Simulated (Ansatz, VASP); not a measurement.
Gd in VASP and in Ansatz

The input INCAR:

```
ALGO = Normal
EDIFF = 1E-7
EDIFFG = -0.02
ENCUT = 600
GGA = RE
IBRION = 2
ISIF = 3
ISMEAR = -1
ISPIN = 2
IVDW = 13
LASPH = True
LCHARG = False
LMAXMIX = 6
LORBIT = 11
LREAL = False
LWAVE = False
MAGMOM = 7 7
NELM = 150
NSW = 80
PREC = Accurate
SIGMA = 0.05
```

Contents of KPOINTS:

```
k-points
0
Gamma
  8 8 5
```

POSCAR

```
Gd
1.0
    3.6360000000      0.0000000000      0.0000000000
   -1.8180000000      3.1488683682      0.0000000000
    0.0000000000      0.0000000000      5.7826000000
Gd
2
Direct
    0.6666666667      0.3333333333      0.7500000000
    0.3333333333      0.6666666667      0.2500000000
```

File input.yaml:

```yaml
crystal:
  lattice:
    - [3.636, 0.0, 0.0]
    - [-1.818, 3.1488683682, 0.0]
    - [0.0, 0.0, 5.7826]
  atoms:
    - { symbol: Gd, position: [0.6666666667, 0.3333333333, 0.75], spin: 7.0 }
    - { symbol: Gd, position: [0.3333333333, 0.6666666667, 0.25], spin: 7.0 }
kpoints:
  mp_grid: { grid: [8, 8, 5] }
scf:
  occupations: { method: fermi_dirac, width: 0.05 }
hamiltonian:
  xc: revpbe
  dispersion: d4
  pseudopotentials: { kind: all_electron, lapw: { basis_error: 0.001 } }
magnetization:
  spin_polarized: true
output:
  forces: true
  stress: true
relax:
  f_tol: 0.02
  max_steps: 60
  cell: {}
```

Alike in both runs: task relaxation of cell and atoms; functional revPBE; dispersion D4; k mesh 8 × 8 × 5; occupations fermi-dirac, width 0.05 eV; collinear spin.

```csv
,VASP,Ansatz
version,VASP 6.6.1,Ansatz 0.2.0
potentials or method,"VASP PAW PBE potentials, release 64 (Gd), cutoff 600 eV","all-electron LAPW, scalar-relativistic"
```

```tsv
	VASP	Ansatz	Ansatz less VASP
net moment per atom (μB)	7.65	7.64	-0.007
size of the moment on the site where the two differ most (μB)	6.99	7.44	+0.442
relaxed volume (Å³/atom)	33.11	33.15	+0.036
relaxed length of the cell vector where the two differ most in proportion (Å)	3.627	3.630	+0.0024
```

VASP's potentials were made for PBE, not for revPBE. Site moments also hang on the region over which each program counts them. Ansatz ran all-electron here, and VASP with PAW potentials.

Spin-orbit coupling is off throughout. Noted on Ansatz's run: the open f shell may have settled in a state that isn't the lowest.
